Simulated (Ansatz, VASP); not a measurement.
**One calculation of Mo, two programs**

INCAR

```
PREC     = Accurate       # precision mode
ENCUT    = 520            # plane-wave cutoff, eV
EDIFF    = 1E-7           # SCF threshold, eV
ISMEAR   = -1             # smearing method
SIGMA    = 0.1            # smearing width, eV
LREAL    = F              # projectors in reciprocal space
LASPH    = T              # aspherical terms in the spheres
NELM     = 150            # most SCF steps
ALGO     = Normal         # electronic algorithm
ISIF     = 2              # what is computed and relaxed
LWAVE    = F              # write WAVECAR
LCHARG   = F              # write CHGCAR
LNONCOLLINEAR= T              # non-collinear magnetism
MAGMOM   = 0 0 0          # initial moments
LORBIT   = 11             # projections on sites
LSORBIT  = T              # spin-orbit coupling
GGA_COMPAT= F            
LORBMOM  = T            
LMAXMIX  = 4              # l up to which the mixer works
GGA      = B5             # functional
ALDAX    = 1.0          
AGGAX    = 1.0          
AGGAC    = 1.0          
ALDAC    = 0.0          
NBANDS   = 25             # bands
```

File KPOINTS:

```
regular mesh
0
Gamma
  14 14 14
```

POSCAR

```
Mo
1.0
   -1.6016412095      1.6016412095      1.6016412095
    1.6016412095     -1.6016412095      1.6016412095
    1.6016412095      1.6016412095     -1.6016412095
Mo
1
Direct
    0.0000000000      0.0000000000      0.0000000000
```

Input for Ansatz:

```yaml
crystal:
  lattice:
    - [-1.6016412095, 1.6016412095, 1.6016412095]
    - [1.6016412095, -1.6016412095, 1.6016412095]
    - [1.6016412095, 1.6016412095, -1.6016412095]
  atoms:
    - { symbol: Mo, position: [0.0, 0.0, 0.0] }
hamiltonian:
  xc: blyp
  pseudopotentials:
    kind: paw_fr
    azcp:
      Mo: "pseudopotentials/Mo.paw.azcp"
basis:
  ecutwfc: 420
  fft_grid_basis: typed
kpoints:
  mp_grid: { grid: [14, 14, 14], shift: [0, 0, 0] }
magnetization:
  noncollinear: true
  spin_orbit: true
scf:
  occupations: { method: fermi_dirac, width: 0.1 }
```

Alike in both runs: task single point; functional BLYP; k mesh 14 × 14 × 14; occupations fermi-dirac, width 0.1 eV; non-collinear spin, spin-orbit coupling.

|  | VASP | Ansatz |
| --- | --- | --- |
| version | VASP 6.6.1 | Ansatz 0.2.0 |
| potentials or method | VASP PAW PBE potentials, release 64 (Mo_sv), cutoff 520 eV | plane waves (420 eV) with PAW, fully relativistic with spin-orbit coupling |
| valence electrons in the cell | 14 | 14 |

|  | VASP | Ansatz | Ansatz less VASP |
| --- | --- | --- | --- |
| net moment per atom (μB) | 0.00 | 0.00 | 0.000 |

VASP's potentials were made for PBE, not for BLYP. The functional is the same, so the differences come from potentials, cutoffs and numerics.
